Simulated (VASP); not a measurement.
# Gd (Fd-3m) in VASP: single point with PBE

Aim: the single point of Gd with PBE.

Everything below comes from runs of VASP 6.6.1. Logs are shortened: lines on timing, memory, paths and dates and some standing lists are left out, and cuts for length are marked.

## Step 1: The cell of the first run

Symmetry: Fd-3m, No. 227, cubic system. Conventional cell: a = 5.562 Å, b = 5.562 Å, c = 5.562 Å, α = 90.00°, β = 90.00°, γ = 90.00°. Gd (site symmetry -43m) has 4 Gd at 2.41 Å within 3.2 Å.

This isn't the form of Gd at room conditions, which is hcp.

## Step 2: Single point, PBE

INCAR reads:

```
PREC = Accurate ; ENCUT = 520
EDIFF = 1E-7 ; ISMEAR = -1
SIGMA = 0.13605693000000002 ; LREAL = F
LASPH = T ; NELM = 80
ALGO = Normal ; ISIF = 2
LWAVE = F ; LCHARG = F
GGA = PE ; NBANDS = 25
```

KPOINTS reads:

```
regular mesh
0
Gamma
  8 8 8
```

POSCAR reads:

```
Gd
1.0
    0.0000000000      2.7809075242      2.7809075242
    2.7809075242      0.0000000000      2.7809075242
    2.7809075242      2.7809075242      0.0000000000
Gd
2
Direct
    0.0000000000      0.0000000000      0.0000000000
    0.2500000000      0.2500000000      0.2500000000
```

Potentials or basis: VASP PAW PBE potentials, release 64 (Gd).

Command:

```sh
$ cat potpaw_PBE.64/Gd/POTCAR > POTCAR
$ mpirun -np 1 vasp_std > vasp.out
```

OUTCAR:

```text
PREC = Accurate
   ENCUT = 520
   EDIFF = 1E-7
   ISMEAR = -1
   LREAL = F
   LASPH = T
   NELM = 80
   ISIF = 2
   GGA = PE

 ion  position               nearest neighbor table
   1  0.000  0.000  0.000-   2 2.41   2 2.41   2 2.41   2 2.41
   2  0.250  0.250  0.250-   1 2.41   1 2.41   1 2.41   1 2.41

  LATTYP: Found a face centered cubic cell.
 ALAT       =     5.5618150484

  Lattice vectors:

 A1 = (   0.0000000000,   2.7809075242,   2.7809075242)
 A2 = (   2.7809075242,   0.0000000000,   2.7809075242)
 A3 = (   2.7809075242,   2.7809075242,   0.0000000000)

Analysis of symmetry for initial positions (statically):
=====================================================================
 Subroutine PRICEL returns:
 Original cell was already a primitive cell.

 Routine SETGRP: Setting up the symmetry group for a
 face centered cubic supercell.

 Subroutine GETGRP returns: Found 48 space group operations
 (whereof 24 operations were pure point group operations)
 out of a pool of 48 trial point group operations.

The static configuration has the point symmetry T_d .
 The point group associated with its full space group is O_h .

Analysis of symmetry for dynamics (positions and initial velocities):
=====================================================================
 Subroutine PRICEL returns:
 Original cell was already a primitive cell.

 Routine SETGRP: Setting up the symmetry group for a
 face centered cubic supercell.

 Subroutine GETGRP returns: Found 48 space group operations
 (whereof 24 operations were pure point group operations)
 out of a pool of 48 trial point group operations.

The dynamic configuration has the point symmetry T_d .
 The point group associated with its full space group is O_h .

 Subroutine INISYM returns: Found 48 space group operations
 (whereof 24 operations are pure point group operations),
 and found     1 'primitive' translations

----------------------------------------------------------------------------------------

                                     Primitive cell

  volume of cell :      43.0120

  direct lattice vectors                    reciprocal lattice vectors
     0.000000000  2.780907524  2.780907524    -0.179797421  0.179797421  0.179797421
     2.780907524  0.000000000  2.780907524     0.179797421 -0.179797421  0.179797421
     2.780907524  2.780907524  0.000000000     0.179797421  0.179797421 -0.179797421
[... 74 lines left out ...]
 SYSTEM =  unknown system
   PREC   = accura    normal or accurate (medium, high low for compatibility)
   ISTART =      0    job   : 0-new  1-cont  2-samecut
   ICHARG =      2    charge: 1-file 2-atom 10-const
   ISPIN  =      1    spin polarized calculation?
   LNONCOLLINEAR =      F non collinear calculations
   LSORBIT =      F    spin-orbit coupling
   LASPH  =      T    aspherical Exc in radial PAW
   ENCUT  =  520.0 eV  38.22 Ry    6.18 a.u.   7.31  7.31  7.31*2*pi/ulx,y,z
   NELM   =     80;   NELMIN=  2; NELMDL= -5     # of ELM steps
   EDIFF  = 0.1E-06   stopping-criterion for ELM
   LREAL  =      F    real-space projection
   EDIFFG = 0.1E-05   stopping-criterion for IOM
   NSW    =      0    number of steps for IOM
   IBRION =     -1    ionic relax: 0-MD 1-quasi-New 2-CG
   NFREE  =      0    steps in history (QN), initial steepest desc. (CG)
   ISIF   =      2    stress and relaxation
   ISYM   =      2    0-nonsym 1-usesym 2-fastsym
   POTIM  = 0.5000    time-step for ionic-motion
   TEBEG  =    0.0;   TEEND  =   0.0 temperature during run
   PSTRESS=    0.0 pullay stress
   NELECT =      36.0000    total number of electrons
   NUPDOWN=      -1.0000    fix difference up-down
   EMIN   =  10.00;   EMAX   =-10.00  energy-range for DOS
   EFERMI =   0.00;   METHOD = LEGACY
   ISMEAR =    -1;   SIGMA  =   0.14  broadening in eV -4-tet -1-fermi 0-gaus
   EFERMI_NEDOS =   21; number of points for ismear=-14 and -15
   IALGO  =     38    algorithm
   IMIX   =      4    mixing-type and parameters
     AMIX     =   0.40;   BMIX     =  1.00
     AMIX_MAG =   1.60;   BMIX_MAG =  1.00
  volume/ion in A,a.u.               =      21.51       145.13
  Fermi-wavevector in a.u.,A,eV,Ry     =   1.542810  2.915488 32.385441  2.380263
  Thomas-Fermi vector in A             =   2.648562
   LORBIT       =      0    0 simple, 1 ext, 2 COOP (PROOUT), +10 PAW based schemes
   GGA     = PE    functional components
[... 5 lines left out ...]
 non-spin polarized calculation
  energy-cutoff  :      520.00
  volume of cell :       43.01
 maximum number of plane-waves:      1174
 NGX is ok and might be reduce to    30
   NGX = 15   NGY = 15   NGZ = 15

 number of electron      36.0000011 magnetization

 Free energy of the ion-electron system (eV)
  ---------------------------------------------------
  ext. energy  EPLUGINS =         0.00000000
  ---------------------------------------------------
  free energy    TOTEN  =        -9.25274025 eV

  energy without entropy =       -8.23698454  energy(sigma->0) =       -8.74486240

 E-fermi :   3.9664     XC(G=0): -11.7967

 val. band max:        3.9587458892   @ k =   0.3750   0.0000   0.0000
 cond. band min:       3.9678385107   @ k =  -0.3750   0.2500   0.1250
 fundamental gap:      0.0090926215
 Fermi energy:         3.9663766912

 k-point     1 :       0.0000    0.0000    0.0000
  band No.  band energies     occupation
      1     -39.4260      2.00000
      2     -36.4391      2.00000
      3     -17.9637      2.00000
      4     -17.9637      2.00000
      5     -17.9637      2.00000
      6     -14.6553      2.00000
[... 661 lines left out ...]
     24       4.4784      0.04537
     25       5.6494      0.00001

 [... further k-points ...]

------------------------ aborting loop because EDIFF is reached ----------------------------------------

  FORCE on cell =-STRESS in cart. coord.  units (eV):
  Direction    XX          YY          ZZ          XY          YZ          ZX
  --------------------------------------------------------------------------------------
  -------------------------------------------------------------------------------------
  Total        0.4322649      0.4322649      0.4322649     -0.0000000     -0.0000000     -0.0000000
  in kB       16.1016712     16.1016712     16.1016712     -0.0000000     -0.0000000     -0.0000000
  external PRESSURE =      16.1016712 kB  Pullay stress =       0.0000000 kB

 VOLUME and BASIS-vectors are now :
 -----------------------------------------------------------------------------
  energy-cutoff  :      520.00
  volume of cell :       43.01
      direct lattice vectors                 reciprocal lattice vectors
     0.000000000  2.780907524  2.780907524    -0.179797421  0.179797421  0.179797421
     2.780907524  0.000000000  2.780907524     0.179797421 -0.179797421  0.179797421
     2.780907524  2.780907524  0.000000000     0.179797421  0.179797421 -0.179797421

 POSITION                                       TOTAL-FORCE (eV/Angst)
 -----------------------------------------------------------------------------------
      0.00000      0.00000      0.00000        -0.000000      0.000000      0.000000
      1.39045      1.39045      1.39045         0.000000     -0.000000     -0.000000
 -----------------------------------------------------------------------------------
    total drift:                                0.000000     -0.000000      0.000000

  FREE ENERGIE OF THE ION-ELECTRON SYSTEM (eV)
  ---------------------------------------------------
  free  energy   TOTEN  =        -9.2527402473 eV

  energy  without entropy=       -8.2369845440  energy(sigma->0) =       -8.74486240
```

It took 2.5 min on 1 thread of Intel Xeon 8259CL, shared host; peak memory 0.19 GiB.

What came out:

```yaml
Free_energy: -9.2527 eV
Pressure: 1.6 GPa
Band_gap_on_the_k_mesh: zero (bands 18 and 19 overlap by 0.17 eV)
```

Levels at points of the mesh, in eV from the Fermi level:
```csv
k point,band 16,band 17,band 18,band 19,band 20,band 21
"(0.00, 0.00, 0.00)",-0.46,-0.08,-0.08,0.30,0.30,0.30
"(0.50, 0.00, 0.00)",-0.27,0.12,0.12,0.22,0.22,0.40
"(0.50, 0.50, 0.00)",-0.48,-0.22,-0.22,0.11,0.11,0.37
```

Caveat: spin-orbit coupling is left out, which moves the levels of the heavy elements; the run has no spin polarisation, though such a crystal can be magnetic; semilocal functionals describe open f shells poorly, which spoils levels, moments and volumes. Spin polarisation is off, so any magnetic state and its effect on volume and gap are missing.
